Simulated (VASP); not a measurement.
Input of a VASP 6.6.1 run:

INCAR

```
SYSTEM = SbPt
PREC = Accurate ; ENCUT = 520
EDIFF = 1E-6 ; ISMEAR = -1
SIGMA = 0.08 ; LREAL = .FALSE.
LASPH = .TRUE. ; NELM = 60
ALGO = Normal ; ISIF = 2
LWAVE = .FALSE. ; LCHARG = .TRUE.
GGA = PS ; LELF = .TRUE.
LVHAR = .TRUE. ; NBANDS = 23
```

KPOINTS

```
Automatic mesh
0
G
  12 12 8
  0 0 0
```

Contents of POSCAR:

```
SbPt
1.0
    4.1488340601      0.0000000000      0.0000000000
   -2.0744170301      3.5929956921      0.0000000000
    0.0000000000      0.0000000000      5.4525018601
Sb Pt
2 2
Direct
    0.3333333333      0.6666666667      0.2500000000
    0.6666666667      0.3333333333      0.7500000000
    0.0000000000      0.0000000000      0.0000000000
    0.0000000000      0.0000000000      0.5000000000
```

Potentials or basis: VASP PAW PBE potentials, release 64 (Sb, Pt).

Launch:

```sh
$ cat potpaw_PBE.64/Sb/POTCAR potpaw_PBE.64/Pt/POTCAR > POTCAR
$ mpirun -np 1 vasp_std > vasp.out
```

Problem. What does it give for the pressure?

Solution. 1.8 GPa.

Problem. Predict the band gap on the k mesh.

Solution. Zero (bands 15 and 16 overlap by 4.12 eV).

Caveat: the PAW data sets were made with another functional, which shifts forces and pressure a little; spin-orbit coupling is left out, which moves the levels of the heavy elements.
